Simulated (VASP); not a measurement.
# Zn (Im-3m) in VASP: notebook

The runs below take Zn through single point, with PBEsol.

All numbers are computed with VASP 6.6.1; they aren't measurements. Logs are shortened: lines on timing, memory, paths and dates and some standing lists are left out, and cuts for length are marked.

### 1 The cell of the first run

It takes space group Im-3m (No. 229, cubic). Conventional cell: a = 2.842 Å, b = 2.842 Å, c = 2.842 Å, α = 90.00°, β = 90.00°, γ = 90.00°. Zn (site symmetry m-3m) has 14 Zn at 2.46 to 2.84 Å within 3.2 Å.

### 2 Single point, PBEsol (volume scaled by 0.8)

Input file INCAR:

```
PREC = Accurate
ENCUT = 520
EDIFF = 1E-6
ISMEAR = -1
SIGMA = 0.05
LREAL = False
LASPH = True
NELM = 80
ALGO = Normal
ISIF = 2
LWAVE = False
LCHARG = False
GGA = PS
NBANDS = 12
```

Input file KPOINTS:

```
regular mesh
0
Gamma
  19 19 19
```

Input file POSCAR:

```
Zn
1.0
   -1.4210184778      1.4210184778      1.4210184778
    1.4210184778     -1.4210184778      1.4210184778
    1.4210184778      1.4210184778     -1.4210184778
Zn
1
Direct
    0.0000000000      0.0000000000      0.0000000000
```

Potentials or basis: VASP PAW PBE potentials, release 64 (Zn).

Command:

```bash
cat potpaw_PBE.64/Zn/POTCAR > POTCAR
mpirun -np 1 vasp_std > vasp.out
```

OUTCAR:

```text
PREC = Accurate
   ENCUT = 520
   EDIFF = 1E-6
   ISMEAR = -1
   LREAL = False
   LASPH = True
   NELM = 80
   ISIF = 2
   GGA = PS

 ion  position               nearest neighbor table
   1  0.000  0.000  0.000-

  LATTYP: Found a body centered cubic cell.
 ALAT       =     2.8420369556

  Lattice vectors:

 A1 = (  -1.4210184778,   1.4210184778,   1.4210184778)
 A2 = (   1.4210184778,  -1.4210184778,   1.4210184778)
 A3 = (   1.4210184778,   1.4210184778,  -1.4210184778)

Analysis of symmetry for initial positions (statically):
=====================================================================
 Subroutine PRICEL returns:
 Original cell was already a primitive cell.

 Routine SETGRP: Setting up the symmetry group for a
 body centered cubic supercell.

 Subroutine GETGRP returns: Found 48 space group operations
 (whereof 48 operations were pure point group operations)
 out of a pool of 48 trial point group operations.

The static configuration has the point symmetry O_h .

Analysis of symmetry for dynamics (positions and initial velocities):
=====================================================================
 Subroutine PRICEL returns:
 Original cell was already a primitive cell.

 Routine SETGRP: Setting up the symmetry group for a
 body centered cubic supercell.

 Subroutine GETGRP returns: Found 48 space group operations
 (whereof 48 operations were pure point group operations)
 out of a pool of 48 trial point group operations.

The dynamic configuration has the point symmetry O_h .

 Subroutine INISYM returns: Found 48 space group operations
 (whereof 48 operations are pure point group operations),
 and found     1 'primitive' translations

----------------------------------------------------------------------------------------

                                     Primitive cell

  volume of cell :      11.4778

  direct lattice vectors                    reciprocal lattice vectors
    -1.421018478  1.421018478  1.421018478     0.000000000  0.351860309  0.351860309
     1.421018478 -1.421018478  1.421018478     0.351860309  0.000000000  0.351860309
     1.421018478  1.421018478 -1.421018478     0.351860309  0.351860309  0.000000000

  length of vectors
     2.461276202  2.461276202  2.461276202     0.497605620  0.497605620  0.497605620

  position of ions in fractional coordinates (direct lattice)
     0.000000000  0.000000000  0.000000000

  ion indices of the primitive-cell ions
   primitive index   ion index
                 1           1

----------------------------------------------------------------------------------------

 KPOINTS: regular mesh

Automatic generation of k-mesh.
 Grid dimensions read from file:
 generate k-points for:   19   19   19

 Generating k-lattice:

  Cartesian coordinates                     Fractional coordinates (reciprocal lattice)
     0.000000000  0.018518964  0.018518964     0.052631579  0.000000000  0.000000000
     0.018518964  0.000000000  0.018518964     0.000000000  0.052631579  0.000000000
     0.018518964  0.018518964  0.000000000     0.000000000  0.000000000  0.052631579

  Length of vectors
     0.026189769  0.026189769  0.026189769

  Shift w.r.t. Gamma in fractional coordinates (k-lattice)
     0.000000000  0.000000000  0.000000000

 Subroutine IBZKPT returns following result:
 ===========================================

 Found    220 irreducible k-points:

 Following reciprocal coordinates:
            Coordinates               Weight
  0.000000  0.000000  0.000000      1.000000
  0.052632  0.000000  0.000000     12.000000
  0.105263  0.000000  0.000000     12.000000
  0.157895  0.000000  0.000000     12.000000
  0.210526  0.000000  0.000000     12.000000
  0.263158  0.000000  0.000000     12.000000
[... 16 lines left out ...]
  0.263158  0.105263 -0.000000     48.000000
  0.315789  0.105263 -0.000000     48.000000
 [... further k-points ...]
   k-points           NKPTS =    220   k-points in BZ     NKDIM =    220   number of bands    NBANDS=     12
   number of dos      NEDOS =    301   number of ions     NIONS =      1
   total plane-waves  NPLWV =   5832
   dimension x,y,z NGX =    18 NGY =   18 NGZ =   18
   dimension x,y,z NGXF=    36 NGYF=   36 NGZF=   36
   ions per type =               1
   NGX,Y,Z   is equivalent  to a cutoff of  12.16, 12.16, 12.16 a.u.
   NGXF,Y,Z  is equivalent  to a cutoff of  24.32, 24.32, 24.32 a.u.
 SYSTEM =  unknown system
   PREC   = accura    normal or accurate (medium, high low for compatibility)
   ISTART =      0    job   : 0-new  1-cont  2-samecut
   ICHARG =      2    charge: 1-file 2-atom 10-const
   ISPIN  =      1    spin polarized calculation?
   LNONCOLLINEAR =      F non collinear calculations
   LSORBIT =      F    spin-orbit coupling
   LASPH  =      T    aspherical Exc in radial PAW
   ENCUT  =  520.0 eV  38.22 Ry    6.18 a.u.   4.58  4.58  4.58*2*pi/ulx,y,z
   NELM   =     80;   NELMIN=  2; NELMDL= -5     # of ELM steps
   EDIFF  = 0.1E-05   stopping-criterion for ELM
   LREAL  =      F    real-space projection
   EDIFFG = 0.1E-04   stopping-criterion for IOM
   NSW    =      0    number of steps for IOM
   IBRION =     -1    ionic relax: 0-MD 1-quasi-New 2-CG
   NFREE  =      0    steps in history (QN), initial steepest desc. (CG)
   ISIF   =      2    stress and relaxation
   ISYM   =      2    0-nonsym 1-usesym 2-fastsym
   POTIM  = 0.5000    time-step for ionic-motion
   TEBEG  =    0.0;   TEEND  =   0.0 temperature during run
   PSTRESS=    0.0 pullay stress
   NELECT =      12.0000    total number of electrons
   NUPDOWN=      -1.0000    fix difference up-down
   EMIN   =  10.00;   EMAX   =-10.00  energy-range for DOS
   EFERMI =   0.00;   METHOD = LEGACY
   ISMEAR =    -1;   SIGMA  =   0.05  broadening in eV -4-tet -1-fermi 0-gaus
   EFERMI_NEDOS =   21; number of points for ismear=-14 and -15
   IALGO  =     38    algorithm
   IMIX   =      4    mixing-type and parameters
     AMIX     =   0.40;   BMIX     =  1.00
     AMIX_MAG =   1.60;   BMIX_MAG =  1.00
  volume/ion in A,a.u.               =      11.48        77.46
  Fermi-wavevector in a.u.,A,eV,Ry     =   1.661558  3.139889 37.562627  2.760775
  Thomas-Fermi vector in A             =   2.748601
   LORBIT       =      0    0 simple, 1 ext, 2 COOP (PROOUT), +10 PAW based schemes
   GGA     = PS    functional components
   LHFCALC =     F    Hartree Fock is set to
   AEXX    =    0.0000 exact exchange contribution
   IVDW    =     0    specifies the selected vdW correction
   LEPSILON=     F    determine dielectric tensor
   LRPA    =     F    only Hartree local field effects (RPA)
 non-spin polarized calculation
  energy-cutoff  :      520.00
  volume of cell :       11.48
 maximum number of plane-waves:       321
   NGX =  9   NGY =  9   NGZ =  9

 number of electron      12.0000012 magnetization

 Free energy of the ion-electron system (eV)
  ---------------------------------------------------
  ext. energy  EPLUGINS =         0.00000000
  ---------------------------------------------------
  free energy    TOTEN  =        -1.25007542 eV

  energy without entropy =       -1.24739439  energy(sigma->0) =       -1.24873491

 E-fermi :   5.7343     XC(G=0): -13.2818

 val. band max:        5.7044063357   @ k =  -0.4211  -0.4737   0.0526
 cond. band min:       5.7352273238   @ k =  -0.4737  -0.4737   0.1579
 fundamental gap:      0.0308209881
 Fermi energy:         5.7343111972

 k-point     1 :       0.0000    0.0000    0.0000
  band No.  band energies     occupation
      1      -7.6699      2.00000
      2      -3.4007      2.00000
      3      -3.4007      2.00000
      4      -3.4007      2.00000
      5      -2.5630      2.00000
      6      -2.5630      2.00000
      7      28.8234      0.00000
      8      28.8234      0.00000
      9      28.8234      0.00000
     10      29.8964      0.00000
     11      29.8964      0.00000
     12      29.8964      0.00000

 k-point     2 :       0.0526    0.0000    0.0000
  band No.  band energies     occupation
      1      -7.5620      2.00000
      2      -3.4155      2.00000
      3      -3.3990      2.00000
      4      -3.3665      2.00000
      5      -2.5775      2.00000
      6      -2.5620      2.00000
      7      26.8728      0.00000
      8      28.1955      0.00000
      9      28.2878      0.00000
     10      28.6968      0.00000
     11      29.1816      0.00000
     12      29.5172      0.00000

 k-point     3 :       0.1053    0.0000    0.0000
  band No.  band energies     occupation
      1      -7.2424      2.00000
      2      -3.4582      2.00000
      3      -3.3945      2.00000
      4      -3.2667      2.00000
      5      -2.6141      2.00000
      6      -2.5588      2.00000
      7      23.6885      0.00000
      8      26.6631      0.00000
      9      26.9248      0.00000
     10      27.2994      0.00000
     11      28.5129      0.00000
     12      29.7867      0.00000
[... 286 lines left out ...]
 k-point    23 :       0.2632    0.1053   -0.0000
  band No.  band energies     occupation
      1      -4.6425      2.00000
      2      -3.7516      2.00000
      3      -3.1202      2.00000
      4      -2.6969      2.00000
      5      -2.4821      2.00000
      6      -1.7946      2.00000
      7      12.0685      0.00000
      8      17.6015      0.00000
      9      20.9614      0.00000
     10      26.1662      0.00000
     11      29.6465      0.00000
     12      31.9081      0.00000

 k-point    24 :       0.3158    0.1053   -0.0000
  band No.  band energies     occupation
      1      -4.4945      2.00000
      2      -3.8220      2.00000
      3      -2.8208      2.00000
      4      -2.6474      2.00000
      5      -2.4114      2.00000
      6      -0.8519      2.00000
      7       9.5334      0.00000
      8      16.9180      0.00000
      9      20.2386      0.00000
     10      25.7644      0.00000
     11      29.4291      0.00000
     12      33.0165      0.00000

 [... further k-points ...]
[... 5 lines left out ...]
  --------------------------------------------------------------------------------------
  -------------------------------------------------------------------------------------
  Total        2.3989210      2.3989210      2.3989210     -0.0000000      0.0000000     -0.0000000
  in kB      334.8631489    334.8631489    334.8631489     -0.0000000      0.0000000     -0.0000000
  external PRESSURE =     334.8631489 kB  Pullay stress =       0.0000000 kB

 VOLUME and BASIS-vectors are now :
 -----------------------------------------------------------------------------
  energy-cutoff  :      520.00
  volume of cell :       11.48
      direct lattice vectors                 reciprocal lattice vectors
    -1.421018478  1.421018478  1.421018478     0.000000000  0.351860309  0.351860309
     1.421018478 -1.421018478  1.421018478     0.351860309  0.000000000  0.351860309
     1.421018478  1.421018478 -1.421018478     0.351860309  0.351860309  0.000000000

 POSITION                                       TOTAL-FORCE (eV/Angst)
 -----------------------------------------------------------------------------------
      0.00000      0.00000      0.00000         0.000000      0.000000     -0.000000
 -----------------------------------------------------------------------------------
    total drift:                                0.000000      0.000000      0.000000

  FREE ENERGIE OF THE ION-ELECTRON SYSTEM (eV)
  ---------------------------------------------------
  free  energy   TOTEN  =        -1.2500754207 eV

  energy  without entropy=       -1.2473943930  energy(sigma->0) =       -1.24873491
```

Run time: 12 s. Hardware: 1 thread of Intel Xeon Platinum 8488C (Sapphire Rapids), shared host; peak memory 0.14 GiB.

Results:

| Property | Result |
| --- | --- |
| Free energy | -1.2501 eV |
| Pressure | 33.5 GPa |
| Band gap on the k mesh | zero (band 6 reaches 9.61 eV, above the bottom of band 7 at 5.08 eV) |

Caveat: the PAW data sets were made with another functional, which shifts forces and pressure a little.

### 3 Single point, PBEsol (volume scaled by 0.9)

Input file INCAR:

```
SYSTEM = Zn
PREC = Accurate
ENCUT = 520
EDIFF = 1E-6
ISMEAR = -1
SIGMA = 0.05
LREAL = .FALSE.
LASPH = .TRUE.
NELM = 100
ALGO = Normal
ISIF = 2
LWAVE = .FALSE.
LCHARG = .FALSE.
GGA = PS
NBANDS = 12
```

Input file KPOINTS:

```
Automatic mesh
0
G
  19 19 19
  0 0 0
```

Input file POSCAR:

```
Zn
1.0
   -1.4779187739      1.4779187739      1.4779187739
    1.4779187739     -1.4779187739      1.4779187739
    1.4779187739      1.4779187739     -1.4779187739
Zn
1
Direct
    0.0000000000      0.0000000000      0.0000000000
```

Potentials or basis: VASP PAW PBE potentials, release 64 (Zn).

Command:

```bash
cat potpaw_PBE.64/Zn/POTCAR > POTCAR
mpirun -np 1 vasp_std > vasp.out
```

It took 15 s on 1 thread of Intel Xeon Platinum 8488C (Sapphire Rapids), shared host; peak memory 0.14 GiB.

The run converged. Its results:

| Property | Result |
| --- | --- |
| Free energy | -1.4431 eV |
| Pressure | 11.9 GPa |
| Band gap on the k mesh | zero (band 6 reaches 8.33 eV, above the bottom of band 7 at 3.72 eV) |

Levels at points of the mesh, in eV from the Fermi level:
```csv
k point,band 2,band 3,band 4,band 5,band 6,band 7,band 8,band 9,band 10,band 11
"(0.00, 0.00, 0.00)",-8.52,-8.52,-8.52,-7.83,-7.83,21.91,21.91,21.91,22.12,22.12
```

Caveat: the PAW data sets were made with another functional, which shifts forces and pressure a little.
